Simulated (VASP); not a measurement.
Se, 1 atom in the cell. It takes space group Im-3m (No. 229, cubic). The conventional cell has a = 3.441 Å, b = 3.441 Å, c = 3.441 Å, α = 90.00°, β = 90.00°, γ = 90.00°. Se (site symmetry m-3m) has 14 Se at 2.98 to 3.44 Å within 3.9 Å. 

| Item | Value |
| --- | --- |
| Program | VASP 6.6.1 |
| Task | single point |
| Functional | PBE |
| Potentials or basis | VASP PAW PBE potentials, release 64 (Se) |
| Cutoff | 520 eV |
| k mesh | 17 × 17 × 17 |
| Occupations | fermi-dirac, width 0.08 eV |
| Spin | no spin polarisation |
| Dipole correction | no |
| Further INCAR settings | ALGO = Normal; EDIFF = 1e-07; NBANDS = 9 |

Potentials or basis: VASP PAW PBE potentials, release 64 (Se).

The run is started by

```sh
$ cat potpaw_PBE.64/Se/POTCAR > POTCAR
$ mpirun -np 1 vasp_std > vasp.out
```

Hardware: 1 thread of Intel(R) Xeon(R) Platinum 8259CL CPU @ 2.50GHz (Skylake/Cascade Lake) (shared host).

Task: How long does it take, and how much memory?

Result: Wall time 16 s on 1 thread of Intel(R) Xeon(R) Platinum 8259CL CPU @ 2.50GHz (Skylake/Cascade Lake) (shared host), peak memory 0.15 GiB. Counts: scf iterations 10, k points 165.
